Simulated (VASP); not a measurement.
Wanted: the native input for a VASP 6.6.1 run.

```
Task                   : relaxation of cell and atoms
Functional             : PBE
Potentials or basis    : VASP PAW PBE potentials, release 64 (Sc_sv)
Cutoff                 : 600 eV
k mesh                 : 13 × 13 × 13
Occupations            : fermi-dirac, width 0.03 eV
Spin                   : no spin polarisation
Dipole correction      : no
Further INCAR settings : ALGO = Normal; EDIFF = 1e-07; IBRION = 2; EDIFFG = -0.005; NSW = 100; ISIF = 3
```

The structure of Sc lies in POSCAR:

```
Sc
1.0
    0.0000000000      2.1693709802      2.1693709802
    2.1693709802      0.0000000000      2.1693709802
    2.1693709802      2.1693709802      0.0000000000
Sc
1
Direct
    0.0000000000      0.0000000000      0.0000000000
```

This isn't the form of Sc at room conditions, which is hcp.

One way to write it, as run:

INCAR

```
SYSTEM = Sc
ALGO = Normal
EDIFF = 1E-7
EDIFFG = -0.005
ENCUT = 600
GGA = PE
IBRION = 2
ISIF = 3
ISMEAR = -1
LASPH = .TRUE.
LCHARG = .FALSE.
LREAL = .FALSE.
LWAVE = .FALSE.
NELM = 80
NSW = 100
PREC = Accurate
SIGMA = 0.03
```

KPOINTS

```
k-points
0
G
  13 13 13
  0 0 0
```

Potentials or basis: VASP PAW PBE potentials, release 64 (Sc_sv).

Launch:

```sh
$ cat potpaw_PBE.64/Sc_sv/POTCAR > POTCAR
$ mpirun -np 1 vasp_std > vasp.out
```

It gave:

```json
{"Relaxed volume": "24.66 Å³/atom", "Relaxed cell": "a = 3.267 Å, b = 3.267 Å, c = 3.267 Å, α = 60.00°, β = 60.00°, γ = 60.00°", "Space group after relaxing (to 0.1 Å)": "Fm-3m (No. 225)", "Energy gained by relaxing": "150.0 meV/atom", "Ionic steps": "5", "Pressure after relaxing": "0.0 GPa", "Band gap on the k mesh": "zero (an odd number of electrons rules out a gap without spin polarisation)"}
```

Caveat: the volume moved by over 15 % at a fixed basis, so the end points are rough.

It took 34 s on 1 thread of Intel(R) Xeon(R) 6975P-C (Granite Rapids), with other jobs on the host, peak memory 0.17 GiB.
